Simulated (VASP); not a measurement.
Input of a VASP 6.6.1 run:

The input INCAR:

```
SYSTEM = Si5W3
PREC     = Accurate       ! precision mode
ENCUT    = 400            ! plane-wave cutoff, eV
EDIFF    = 1E-6           ! SCF threshold, eV
ISMEAR   = -1             ! smearing method
SIGMA    = 0.1224         ! smearing width, eV
LREAL    = Auto         
LASPH    = .TRUE.         ! aspherical terms in the spheres
NELM     = 120            ! most SCF steps
ALGO     = Normal         ! electronic algorithm
ISIF     = 2              ! what is computed and relaxed
LWAVE    = .FALSE.        ! write WAVECAR
LCHARG   = .FALSE.        ! write CHGCAR
GGA      = PE             ! functional
ISYM     = -1           
NBANDS   = 111            ! bands
GGA_COMPAT= .FALSE.
```

Contents of KPOINTS:

```
explicit points
1
Reciprocal
  0.25000000   0.25000000   0.25000000 1
```

POSCAR

```
Si5W3
1.0
    7.2041990000     -0.0818820000      0.0070510000
   -0.0818820000      7.4902340000      0.1623590000
    0.0070510000      0.1623590000      7.4951860000
Si W
15 9
Direct
    0.6876665437      0.8630999816      0.2794959609
    0.0567191868      0.7174611019      0.8300725033
    0.1569373915      0.7305171929      0.5559508988
    0.1683930060      0.1548975628      0.3743578408
    0.9396129779      0.0728088454      0.8083758852
    0.5656994239      0.6345139927      0.0546093447
    0.3640687895      0.8790952999      0.3469113264
    0.5660499081      0.9009417926      0.6912117689
    0.4427984584      0.9952951597      0.9569631362
   -0.0208238056      0.8876921120      0.1120188378
    0.2724352912      0.2766671518      1.0358824526
    0.6201805396      0.2782592859      0.0708273561
    0.1399062176      0.4561499886      0.4845043826
    0.6773238635      0.5806619394      0.7259765798
    0.9062215443      0.3526332025      0.2083347975
    0.2166504503      0.6018803370      0.0990225870
    0.4808515060      0.5483157425      0.3553043941
    0.9426350851      0.9606605696      0.4663269985
    0.3460879454      0.5227516686      0.7690429958
    0.8473482989      0.6040110438      0.4657303659
    0.9509236453      0.3992339820      0.8431290174
    0.6580357105      0.2464412932      0.7078284953
    0.2678276293      0.1990274801      0.6860344286
    0.5033929515      0.1903262129      0.3828241758
```

Potentials or basis: VASP PAW PBE potentials, release 64 (Si, W_sv).

Command:

```console
$ cat potpaw_PBE.64/Si/POTCAR potpaw_PBE.64/W_sv/POTCAR > POTCAR
$ mpirun -np 1 vasp_std > vasp.out
```

**Question.** Predict the pressure.

**Answer.** -0.6 GPa.

**Question.** Predict the largest force.

**Answer.** 3.269 eV/Å.

Forces in eV/Å, atoms in the order of the input:
```
Si  -0.648 -0.305 -0.717
Si  -1.273  0.991  2.210
Si   2.214  1.985 -1.359
Si   1.518  1.028 -2.007
Si   0.570 -1.257  0.190
Si   0.546  0.214 -1.733
Si  -0.911 -0.025  0.019
Si   0.082  0.569 -1.683
Si  -0.457  0.467  0.101
Si   0.498 -0.384  0.099
Si  -0.444 -0.065  0.114
Si   0.491  0.630 -0.929
Si   0.302 -3.028 -0.426
Si  -0.645  0.439  1.892
Si   0.460  0.724  0.624
W   -0.875  0.968  0.668
W   -0.020  0.386  1.383
W   -2.063 -0.892  2.290
W   -0.765  0.265  0.717
W    0.333  0.072 -2.295
W    0.967  0.076  0.850
W   -1.899 -0.932 -0.354
W   -0.218  0.161  0.739
W    2.238 -2.088 -0.394
```

Caveat: the atoms stand as in a frame of molecular dynamics.
